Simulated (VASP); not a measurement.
# Ga3Sb: single point with PBE

Crystal: Ga3Sb.

```
CELL_PARAMETERS angstrom
-2.28567 2.28567 4.22032
2.28567 -2.28567 4.22032
2.28567 2.28567 -4.22032
ATOMIC_POSITIONS crystal
Ga 0.75000 0.25000 0.50000
Ga 0.25000 0.75000 0.50000
Ga 0.50000 0.50000 0.00000
Sb 0.03999 0.03999 0.00000
```

This cell differs from its parent crystal: atom 4 (Sb) moved +0.338 Å along Cartesian [0 0 1].

| Quantity | Value |
| --- | --- |
| Program | VASP 6.6.1 |
| Task | single point |
| Functional | PBE |
| Potentials or basis | VASP PAW PBE potentials, release 64 (Ga_d, Sb) |
| Cutoff | 520 eV |
| k mesh | 14 × 14 × 14 |
| Occupations | gaussian, width 0.15 eV |
| Spin | no spin polarisation |

| Property | Result |
| --- | --- |
| Pressure | 1.2 GPa |
| Largest force | 1.020 eV/Å |
| Band gap on the k mesh | zero (bands 22 and 23 overlap by 4.23 eV) |

Forces on the atoms (eV/Å):
```
Ga   0.000  0.000  0.562
Ga   0.000  0.000  0.562
Ga   0.000  0.000 -0.105
Sb   0.000  0.000 -1.020
```

Stress tensor (GPa, compression positive):
```
1.30 0.00 0.00
0.00 1.30 0.00
0.00 0.00 1.06
```

Levels at points of the mesh, in eV from the Fermi level:
| k point | band 19 | band 20 | band 21 | band 22 | band 23 | band 24 | band 25 | band 26 |
| --- | --- | --- | --- | --- | --- | --- | --- | --- |
| (0.00, 0.00, 0.00) | -2.76 | -2.17 | -2.17 | -1.96 | -0.27 | -0.27 | 0.07 | 0.54 |
| (0.50, 0.00, 0.00) | -4.33 | -1.91 | -1.68 | -0.71 | -0.26 | 1.62 | 2.90 | 3.35 |
| (0.50, 0.50, 0.00) | -5.66 | -4.23 | -4.19 | 0.73 | 0.91 | 1.82 | 1.95 | 5.62 |
| (0.50, 0.50, 0.50) | -3.66 | -3.66 | -3.56 | 2.52 | 3.64 | 3.64 | 4.06 | 4.63 |

It took 6.5 min on 1 thread of Intel(R) Xeon(R) 6975P-C (Granite Rapids), on a shared host, peak memory 0.64 GiB.

Caveat: the cell differs from its parent crystal (atom 4 (Sb) moved +0.338 Å along Cartesian [0 0 1]); spin-orbit coupling is left out, which moves the levels of the heavy elements; forces of over 1 eV/Å act on the atoms, so gaps and moduli don't describe the material at rest.
